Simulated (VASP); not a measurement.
# CsSnBr3 (Pm-3m) in VASP: notebook

The runs below take CsSnBr3 through single point, relaxation of cell and atoms, with PBEsol.

Program: VASP 6.6.1. These are calculated values, not measurements. Logs are shortened: lines on timing, memory, paths and dates and some standing lists are left out, and cuts for length are marked.

## (1) The cell of the first run

It takes space group Pm-3m (No. 221, cubic). Conventional cell: a = 5.765 Å, b = 5.765 Å, c = 5.765 Å, α = 90.00°, β = 90.00°, γ = 90.00°. Within 5.3 Å of Cs (site symmetry m-3m) lie 12 Br at 4.08 Å and 8 Sn at 4.99 Å. Sn (site symmetry m-3m) has 6 Br at 2.88 Å within 3.8 Å. Within 3.8 Å of Br (site symmetry 4/mmm) lie 2 Sn at 2.88 Å.

## (2) Single point, PBEsol

INCAR

```
ALGO = Normal
EDIFF = 1E-6
ENCUT = 500
GGA = PS
GGA_COMPAT = F
ISIF = 2
ISMEAR = 0
LASPH = T
LCHARG = F
LREAL = F
LWAVE = F
NBANDS = 30
NELM = 120
PREC = Accurate
SIGMA = 0.02
```

KPOINTS

```
k-points
0
Gamma
  6 6 6
```

POSCAR

```
CsSnBr3
1.0
    5.7653092762      0.0000000000      0.0000000000
    0.0000000000      5.7653092762      0.0000000000
    0.0000000000      0.0000000000      5.7653092762
Cs Sn Br
1 1 3
Direct
    0.0000000000      0.0000000000      0.0000000000
    0.5000000000      0.5000000000      0.5000000000
    0.5000000000      0.0000000000      0.5000000000
    0.5000000000      0.5000000000      0.0000000000
    0.0000000000      0.5000000000      0.5000000000
```

Potentials or basis: VASP PAW PBE potentials, release 64 (Cs_sv, Sn_d, Br).

On the command line:

```
$ cat potpaw_PBE.64/Cs_sv/POTCAR potpaw_PBE.64/Sn_d/POTCAR potpaw_PBE.64/Br/POTCAR > POTCAR
$ mpirun -np 1 vasp_std > vasp.out
```

OUTCAR:

```text
EDIFF = 1E-6
   ENCUT = 500
   GGA = PS
   ISIF = 2
   ISMEAR = 0
   LASPH = T
   LREAL = F
   NELM = 120
   PREC = Accurate

 ion  position               nearest neighbor table
   1  0.000  0.000  0.000-
   2  0.500  0.500  0.500-   3 2.88   4 2.88   5 2.88   4 2.88   3 2.88   5 2.88
   3  0.500  0.000  0.500-   2 2.88   2 2.88
   4  0.500  0.500  0.000-   2 2.88   2 2.88
   5  0.000  0.500  0.500-   2 2.88   2 2.88

  LATTYP: Found a simple cubic cell.
 ALAT       =     5.7653092762

  Lattice vectors:

 A1 = (   5.7653092762,   0.0000000000,   0.0000000000)
 A2 = (   0.0000000000,   5.7653092762,   0.0000000000)
 A3 = (   0.0000000000,   0.0000000000,   5.7653092762)

Analysis of symmetry for initial positions (statically):
=====================================================================
 Subroutine PRICEL returns:
 Original cell was already a primitive cell.

 Routine SETGRP: Setting up the symmetry group for a
 simple cubic supercell.

 Subroutine GETGRP returns: Found 48 space group operations
 (whereof 48 operations were pure point group operations)
 out of a pool of 48 trial point group operations.

The static configuration has the point symmetry O_h .

Analysis of symmetry for dynamics (positions and initial velocities):
=====================================================================
 Subroutine PRICEL returns:
 Original cell was already a primitive cell.

 Routine SETGRP: Setting up the symmetry group for a
 simple cubic supercell.

 Subroutine GETGRP returns: Found 48 space group operations
 (whereof 48 operations were pure point group operations)
 out of a pool of 48 trial point group operations.

The dynamic configuration has the point symmetry O_h .

 Subroutine INISYM returns: Found 48 space group operations
 (whereof 48 operations are pure point group operations),
 and found     1 'primitive' translations

----------------------------------------------------------------------------------------

                                     Primitive cell

  volume of cell :     191.6319

  direct lattice vectors                    reciprocal lattice vectors
     5.765309276  0.000000000  0.000000000     0.173451233  0.000000000  0.000000000
     0.000000000  5.765309276  0.000000000     0.000000000  0.173451233  0.000000000
     0.000000000  0.000000000  5.765309276     0.000000000  0.000000000  0.173451233

  length of vectors
     5.765309276  5.765309276  5.765309276     0.173451233  0.173451233  0.173451233

  position of ions in fractional coordinates (direct lattice)
     0.000000000  0.000000000  0.000000000
     0.500000000  0.500000000  0.500000000
     0.500000000  0.000000000  0.500000000
     0.500000000  0.500000000  0.000000000
     0.000000000  0.500000000  0.500000000

  ion indices of the primitive-cell ions
   primitive index   ion index
                 1           1
                 2           2
                 3           3
                 4           4
                 5           5

----------------------------------------------------------------------------------------

 KPOINTS: k-points

Automatic generation of k-mesh.
 Grid dimensions read from file:
 generate k-points for:    6    6    6

 Generating k-lattice:

  Cartesian coordinates                     Fractional coordinates (reciprocal lattice)
     0.028908539  0.000000000  0.000000000     0.166666667  0.000000000  0.000000000
     0.000000000  0.028908539  0.000000000     0.000000000  0.166666667  0.000000000
     0.000000000  0.000000000  0.028908539     0.000000000  0.000000000  0.166666667

  Length of vectors
     0.028908539  0.028908539  0.028908539

  Shift w.r.t. Gamma in fractional coordinates (k-lattice)
     0.000000000  0.000000000  0.000000000

 Subroutine IBZKPT returns following result:
 ===========================================

 Found     20 irreducible k-points:

 Following reciprocal coordinates:
            Coordinates               Weight
  0.000000  0.000000  0.000000      1.000000
  0.166667  0.000000  0.000000      6.000000
  0.333333  0.000000  0.000000      6.000000
  0.500000  0.000000  0.000000      3.000000
  0.166667  0.166667  0.000000     12.000000
  0.333333  0.166667  0.000000     24.000000
[... 12 lines left out ...]
  0.500000  0.500000  0.333333      6.000000
  0.500000  0.500000  0.500000      1.000000
   k-points           NKPTS =     20   k-points in BZ     NKDIM =     20   number of bands    NBANDS=     30
   number of dos      NEDOS =    301   number of ions     NIONS =      5
   total plane-waves  NPLWV =  74088
   dimension x,y,z NGX =    42 NGY =   42 NGZ =   42
   dimension x,y,z NGXF=    84 NGYF=   84 NGZF=   84
   ions per type =               1   1   3
   NGX,Y,Z   is equivalent  to a cutoff of  12.11, 12.11, 12.11 a.u.
   NGXF,Y,Z  is equivalent  to a cutoff of  24.22, 24.22, 24.22 a.u.
 SYSTEM =  unknown system
   PREC   = accura    normal or accurate (medium, high low for compatibility)
   ISTART =      0    job   : 0-new  1-cont  2-samecut
   ICHARG =      2    charge: 1-file 2-atom 10-const
   ISPIN  =      1    spin polarized calculation?
   LNONCOLLINEAR =      F non collinear calculations
   LSORBIT =      F    spin-orbit coupling
   LASPH  =      T    aspherical Exc in radial PAW
   ENCUT  =  500.0 eV  36.75 Ry    6.06 a.u.  10.51 10.51 10.51*2*pi/ulx,y,z
   NELM   =    120;   NELMIN=  2; NELMDL= -5     # of ELM steps
   EDIFF  = 0.1E-05   stopping-criterion for ELM
   LREAL  =      F    real-space projection
   EDIFFG = 0.1E-04   stopping-criterion for IOM
   NSW    =      0    number of steps for IOM
   IBRION =     -1    ionic relax: 0-MD 1-quasi-New 2-CG
   NFREE  =      0    steps in history (QN), initial steepest desc. (CG)
   ISIF   =      2    stress and relaxation
   ISYM   =      2    0-nonsym 1-usesym 2-fastsym
   POTIM  = 0.5000    time-step for ionic-motion
   TEBEG  =    0.0;   TEEND  =   0.0 temperature during run
   PSTRESS=    0.0 pullay stress
   NELECT =      44.0000    total number of electrons
   NUPDOWN=      -1.0000    fix difference up-down
   EMIN   =  10.00;   EMAX   =-10.00  energy-range for DOS
   EFERMI =   0.00;   METHOD = LEGACY
   ISMEAR =     0;   SIGMA  =   0.02  broadening in eV -4-tet -1-fermi 0-gaus
   EFERMI_NEDOS =   21; number of points for ismear=-14 and -15
   IALGO  =     38    algorithm
   IMIX   =      4    mixing-type and parameters
     AMIX     =   0.40;   BMIX     =  1.00
     AMIX_MAG =   1.60;   BMIX_MAG =  1.00
  volume/ion in A,a.u.               =      38.33       258.64
  Fermi-wavevector in a.u.,A,eV,Ry     =   1.002466  1.894387 13.673021  1.004939
  Thomas-Fermi vector in A             =   2.134955
   LORBIT       =      0    0 simple, 1 ext, 2 COOP (PROOUT), +10 PAW based schemes
   GGA     = PS    functional components
   LHFCALC =     F    Hartree Fock is set to
   AEXX    =    0.0000 exact exchange contribution
   IVDW    =     0    specifies the selected vdW correction
   LEPSILON=     F    determine dielectric tensor
   LRPA    =     F    only Hartree local field effects (RPA)
 non-spin polarized calculation
 Gauss-broadening in eV      SIGMA  =   0.02
  energy-cutoff  :      500.00
  volume of cell :      191.63
 maximum number of plane-waves:      4945
   NGX = 21   NGY = 21   NGZ = 21

 number of electron      44.0000000 magnetization

 Free energy of the ion-electron system (eV)
  ---------------------------------------------------
  ext. energy  EPLUGINS =         0.00000000
  ---------------------------------------------------
  free energy    TOTEN  =       -16.80774634 eV

  energy without entropy =      -16.80774634  energy(sigma->0) =      -16.80774634

 E-fermi :   2.6601     XC(G=0):  -8.0035

 val. band max:        2.5533053021   @ k =   0.5000   0.5000   0.5000
 cond. band min:       2.7671774143   @ k =   0.5000   0.5000   0.5000
 fundamental gap:      0.2138721122
 Fermi energy:         2.6600902434

 k-point     1 :       0.0000    0.0000    0.0000
  band No.  band energies     occupation
      1     -19.8945      2.00000
      2     -19.7018      2.00000
      3     -19.7018      2.00000
      4     -19.6642      2.00000
      5     -19.6642      2.00000
      6     -19.6642      2.00000
[... 22 lines left out ...]
     29       7.4684      0.00000
     30       7.4684      0.00000

 k-point     2 :       0.1667    0.0000    0.0000
  band No.  band energies     occupation
      1     -19.8941      2.00000
      2     -19.7017      2.00000
      3     -19.6998      2.00000
      4     -19.6642      2.00000
      5     -19.6642      2.00000
      6     -19.6641      2.00000
[... 22 lines left out ...]
     29       6.5207      0.00000
     30       7.4103      0.00000

 k-point     3 :       0.3333    0.0000    0.0000
  band No.  band energies     occupation
      1     -19.8933      2.00000
      2     -19.7017      2.00000
      3     -19.6958      2.00000
      4     -19.6643      2.00000
      5     -19.6643      2.00000
      6     -19.6641      2.00000
[... 22 lines left out ...]
     29       6.6921      0.00000
     30       7.5429      0.00000

 k-point     4 :       0.5000    0.0000    0.0000
  band No.  band energies     occupation
      1     -19.8930      2.00000
      2     -19.7017      2.00000
      3     -19.6938      2.00000
      4     -19.6644      2.00000
      5     -19.6644      2.00000
      6     -19.6641      2.00000
[... 22 lines left out ...]
     29       6.8464      0.00000
     30       7.3258      0.00000

 k-point     5 :       0.1667    0.1667    0.0000
  band No.  band energies     occupation
      1     -19.8938      2.00000
      2     -19.7007      2.00000
      3     -19.6988      2.00000
      4     -19.6643      2.00000
      5     -19.6642      2.00000
      6     -19.6642      2.00000
[... 22 lines left out ...]
     29       6.4359      0.00000
     30       6.9918      0.00000
[... 394 lines left out ...]
     29       7.2121      0.00000
     30       7.6814      0.00000

 k-point    18 :       0.5000    0.3333    0.3333
  band No.  band energies     occupation
      1     -19.8911      2.00000
      2     -19.6928      2.00000
      3     -19.6907      2.00000
      4     -19.6646      2.00000
      5     -19.6646      2.00000
      6     -19.6646      2.00000
[... 22 lines left out ...]
     29       6.9086      0.00000
     30       7.5142      0.00000

 k-point    19 :       0.5000    0.5000    0.3333
  band No.  band energies     occupation
      1     -19.8908      2.00000
      2     -19.6917      2.00000
      3     -19.6897      2.00000
      4     -19.6647      2.00000
      5     -19.6646      2.00000
      6     -19.6646      2.00000
[... 22 lines left out ...]
     29       6.7364      0.00000
     30       7.6922      0.00000

 k-point    20 :       0.5000    0.5000    0.5000
  band No.  band energies     occupation
      1     -19.8905      2.00000
      2     -19.6897      2.00000
      3     -19.6897      2.00000
      4     -19.6647      2.00000
      5     -19.6647      2.00000
      6     -19.6647      2.00000
[... 22 lines left out ...]
     29       6.6021      0.00000
     30       7.9562      0.00000

------------------------ aborting loop because EDIFF is reached ----------------------------------------

  FORCE on cell =-STRESS in cart. coord.  units (eV):
  Direction    XX          YY          ZZ          XY          YZ          ZX
  --------------------------------------------------------------------------------------
  -------------------------------------------------------------------------------------
  Total        0.0043482      0.0043482      0.0043482     -0.0000000     -0.0000000     -0.0000000
  in kB        0.0363543      0.0363543      0.0363543     -0.0000000     -0.0000000     -0.0000000
  external PRESSURE =       0.0363543 kB  Pullay stress =       0.0000000 kB

 VOLUME and BASIS-vectors are now :
 -----------------------------------------------------------------------------
  energy-cutoff  :      500.00
  volume of cell :      191.63
      direct lattice vectors                 reciprocal lattice vectors
     5.765309276  0.000000000  0.000000000     0.173451233  0.000000000  0.000000000
     0.000000000  5.765309276  0.000000000     0.000000000  0.173451233  0.000000000
     0.000000000  0.000000000  5.765309276     0.000000000  0.000000000  0.173451233

 POSITION                                       TOTAL-FORCE (eV/Angst)
 -----------------------------------------------------------------------------------
      0.00000      0.00000      0.00000         0.000000      0.000000      0.000000
      2.88265      2.88265      2.88265         0.000000      0.000000      0.000000
      2.88265      0.00000      2.88265         0.000000      0.000000      0.000000
      2.88265      2.88265      0.00000         0.000000      0.000000      0.000000
      0.00000      2.88265      2.88265         0.000000      0.000000      0.000000
 -----------------------------------------------------------------------------------
    total drift:                                0.000000     -0.000000     -0.000000

  FREE ENERGIE OF THE ION-ELECTRON SYSTEM (eV)
  ---------------------------------------------------
  free  energy   TOTEN  =       -16.8077463395 eV

  energy  without entropy=      -16.8077463395  energy(sigma->0) =      -16.80774634
```

Run time: 2.5 min. Hardware: 1 thread of Oxide Virtual Turin-like, shared host; peak memory 0.28 GiB.

Results:

```yaml
Free_energy: -16.8077 eV
Pressure: 0.0 GPa
Band_gap_on_the_k_mesh: 0.21 eV
```

Levels at points of the mesh, in eV from the valence-band top:
```
           k point  band 20  band 21  band 22  band 23  band 24  band 25
(0.00, 0.00, 0.00)    -3.16    -3.16    -3.16     1.88     2.90     2.90
(0.50, 0.00, 0.00)    -3.30    -3.30    -2.15     1.29     3.39     3.99
(0.50, 0.50, 0.00)    -3.60    -2.79    -1.06     0.80     0.80     3.79
(0.50, 0.50, 0.50)    -2.77    -2.77     0.00     0.21     0.21     0.21
```

Caveat: semilocal functionals underestimate gaps, and a narrow one can read as zero; the PAW data sets were made with another functional, which shifts forces and pressure a little; spin-orbit coupling is left out, which moves the levels of the heavy elements. A k mesh can miss the band edges.

## (3) Relaxation of cell and atoms, PBEsol

This run uses another cell than the first one, of 40.98 Å³/atom.

INCAR

```
SYSTEM = CsSnBr3
ALGO = Normal
EDIFF = 1E-7
EDIFFG = -0.005
ENCUT = 500
GGA = PS
GGA_COMPAT = .FALSE.
IBRION = 2
ISIF = 3
ISMEAR = 0
LASPH = .TRUE.
LCHARG = .FALSE.
LREAL = .FALSE.
LWAVE = .FALSE.
NELM = 120
NELMIN = 4
NSW = 70
PREC = Accurate
SIGMA = 0.02
```

KPOINTS

```
k-points
0
G
  6 6 6
  0 0 0
```

Edit POSCAR of step 2 so:

```diff
@@ -2,5 +2,5 @@
 1.0
-    5.7653092762      0.0000000000      0.0000000000
-    0.0000000000      5.7653092762      0.0000000000
-    0.0000000000      0.0000000000      5.7653092762
+    5.8952860393      0.0000000000      0.0000000000
+    0.0000000000      5.8952860393      0.0000000000
+    0.0000000000      0.0000000000      5.8952860393
 Cs Sn Br
```

Potentials or basis: VASP PAW PBE potentials, release 64 (Cs_sv, Sn_d, Br).

On the command line:

```
$ cat potpaw_PBE.64/Cs_sv/POTCAR potpaw_PBE.64/Sn_d/POTCAR potpaw_PBE.64/Br/POTCAR > POTCAR
$ mpirun -np 1 vasp_std > vasp.out
```

Wall time 7.8 min (1 thread of Oxide Virtual Turin-like, shared host); peak memory 0.37 GiB.

Results (log left out):

```yaml
Free_energy: -16.8093 eV
Relaxed_volume: 38.38 Å³/atom
Relaxed_cell: a = 5.768 Å, b = 5.768 Å, c = 5.768 Å, α = 90.00°, β = 90.00°, γ = 90.00°
Space_group_after_relaxing_to_0.1_Å: Pm-3m (No. 221)
Energy_gained_by_relaxing: 11.2 meV/atom
Ionic_steps: 3
Pressure_after_relaxing: 0.0 GPa
Band_gap_on_the_k_mesh: 0.22 eV
```

Step by step:
```
step  energy change (eV)  largest force (eV/Å)  pressure (GPa)  volume (Å³)
   1              0.0000                0.0000           -1.28       204.89
   2             -0.0513                0.0000           -0.40       195.34
   3             -0.0559                0.0000           -0.02       191.90
```

Final structure:
```
Cs Sn Br
1.0
     5.76796    0.00000    0.00000
     0.00000    5.76796    0.00000
     0.00000    0.00000    5.76796
Cs Sn Br
1 1 3
Cartesian
  0.0000 0.0000 0.0000
  2.8840 2.8840 2.8840
  2.8840 0.0000 2.8840
  2.8840 2.8840 0.0000
  0.0000 2.8840 2.8840
```

Levels at points of the mesh, in eV from the valence-band top:
```
           k point  band 18  band 19  band 20  band 21  band 22  band 23  band 24  band 25  band 26
(0.00, 0.00, 0.00)    -3.30    -3.30    -3.15    -3.15    -3.15     1.89     2.91     2.91     3.56
(0.50, 0.00, 0.00)    -3.49    -3.46    -3.29    -3.29    -2.15     1.30     3.40     3.99     4.04
(0.50, 0.50, 0.00)    -3.59    -3.59    -3.59    -2.77    -1.05     0.80     0.80     3.80     4.11
(0.50, 0.50, 0.50)    -3.58    -2.76    -2.76    -2.76     0.00     0.22     0.22     0.22     3.39
```

Caveat: semilocal functionals underestimate gaps, and a narrow one can read as zero; the PAW data sets were made with another functional, which shifts forces and pressure a little; spin-orbit coupling is left out, which moves the levels of the heavy elements. A k mesh can miss the band edges.
